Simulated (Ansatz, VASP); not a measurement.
**Two plane-wave programs on SnO2**

```
Sn O
1.0
     1.53595    0.88678    4.78710
    -1.53595    0.88678    4.78710
     0.00000   -1.77356    4.78710
Sn O
1 2
Direct
  0.50000 0.50000 0.50000
  0.23488 0.23488 0.23488
  0.76512 0.76512 0.76512
```

Alike in both runs: task single point; functional PBE; k mesh 12 × 12 × 12; occupations gaussian, width 0.05 eV; no spin polarisation.

|  | VASP | Ansatz |
| --- | --- | --- |
| version | VASP 6.6.1 | Ansatz 0.2.0 |
| potentials or method | VASP PAW PBE potentials, release 64 (Sn_d, O), cutoff 520 eV | scalar-relativistic, plane waves, PAW |
| valence electrons in the cell | 26 | 26 |

Ansatz gave:

```
gap on the k mesh at the Fermi level (eV)                     : 3.13
least direct gap on the mesh (eV)                             : 3.48
pressure (GPa)                                                : 26.6
traceless stress, the component that is largest in VASP (GPa) : -12.07
rms of the force components (eV/Å)                            : 0.803
```

Question: Which values does VASP return?

Answer: gap on the k mesh at the Fermi level (eV): 3.11; least direct gap on the mesh (eV): 3.47; pressure (GPa): 27.5; traceless stress, the component that is largest in VASP (GPa): -12.61; rms of the force components (eV/Å): 0.842.

Atom by atom the forces differ by 0.039 eV/Å (rms over components). The functional is the same, so the differences come from potentials, cutoffs and numerics.
